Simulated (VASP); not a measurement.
A run of VASP 6.6.1 is set up as follows.

Contents of INCAR:

```
SYSTEM = SnSe
PREC = Accurate ; ENCUT = 520
EDIFF = 1E-6 ; ISMEAR = -1
SIGMA = 0.05 ; LREAL = .FALSE.
LASPH = .TRUE. ; NELM = 60
ALGO = Normal ; ISIF = 2
LWAVE = .FALSE. ; LCHARG = .FALSE.
GGA = RE ; NBANDS = 17
```

Contents of KPOINTS:

```
Automatic mesh
0
G
  8 8 8
  0 0 0
```

POSCAR

```
SnSe
1.0
    0.0000000000      3.0496098055      3.0496098055
    3.0496098055      0.0000000000      3.0496098055
    3.0496098055      3.0496098055      0.0000000000
Sn Se
1 1
Direct
    0.0000000000      0.0000000000      0.0000000000
    0.5000000000      0.5000000000      0.5000000000
```

Potentials or basis: VASP PAW PBE potentials, release 64 (Sn_d, Se).

Command:

```console
$ cat potpaw_PBE.64/Sn_d/POTCAR potpaw_PBE.64/Se/POTCAR > POTCAR
$ mpirun -np 1 vasp_std > vasp.out
```

Task: What does it give for the pressure?

Result: 0.1 GPa.

Task: What does it give for the band gap on the k mesh?

Result: 0.38 eV, direct.

Caveat: the PAW data sets were made with another functional, which shifts forces and pressure a little; spin-orbit coupling is left out, which moves the levels of the heavy elements. A k mesh can miss the band edges.
